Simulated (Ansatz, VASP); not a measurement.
One calculation of Si, two programs

The input INCAR:

```
  PREC = Accurate
  ENCUT = 520
  EDIFF = 1E-8
  ISMEAR = -1
  SIGMA = 0.05
  LREAL = F
  LASPH = T
  NELM = 100
  ALGO = Normal
  ISIF = 2
  LWAVE = F
  LCHARG = F
  GGA = PE
  LEFG = T
  NBANDS = 11
```

Contents of KPOINTS:

```
Automatic mesh
0
Gamma
  13 13 13
```

Contents of POSCAR:

```
Si
1.0
   -0.0136745798      2.7349159646      2.7349159646
    2.7349159646     -0.0136745798      2.7349159646
    2.7212413847      2.7212413847      0.0000000000
Si
2
Direct
    0.0000000000      0.0000000000      0.0000000000
    0.2500000000      0.2500000000      0.2500000000
```

Input for Ansatz:

```yaml
crystal:
  lattice:
    - [-0.0136745798, 2.7349159646, 2.7349159646]
    - [2.7349159646, -0.0136745798, 2.7349159646]
    - [2.7212413847, 2.7212413847, 0.0]
  atoms:
    - { symbol: Si, position: [0.0, 0.0, 0.0] }
    - { symbol: Si, position: [0.25, 0.25, 0.25] }
kpoints:
  mp_grid: { grid: [13, 13, 13] }
scf:
  occupations: { method: fermi_dirac, width: 0.05 }
hamiltonian:
  xc: pbe
  pseudopotentials: { kind: paw }
output:
  forces: true
  stress: true
  eigenvalues: true
  efg: { contact_densities: true }
```

Change from the starting cell: xy shear strain of -1 %, PAW files.

Alike in both runs: task electric field gradients; functional PBE; k mesh 13 × 13 × 13; occupations fermi-dirac, width 0.05 eV; no spin polarisation.

|  | VASP | Ansatz |
| --- | --- | --- |
| version | VASP 6.6.1 | Ansatz 0.2.0 |
| potentials or method | VASP PAW PBE potentials, release 64 (Si) | PAW with Ansatz's default frozen-core files, scalar-relativistic |
| plane-wave cutoff (eV) | 520 | 420 |
| valence electrons in the cell | 8 | 8 |

```csv
,VASP,Ansatz,Ansatz less VASP
pressure (GPa),0.0,0.0,+0.08
"traceless stress, the component that is largest in VASP (GPa)",0.99,0.99,-0.002
rms of the force components (eV/Å),0.052,0.052,+0.0004
size of Vzz on the site where it differs most (V/Å²),2.0,1.9,-0.06
```

Atom by atom the forces differ by 0.000 eV/Å (rms over components).
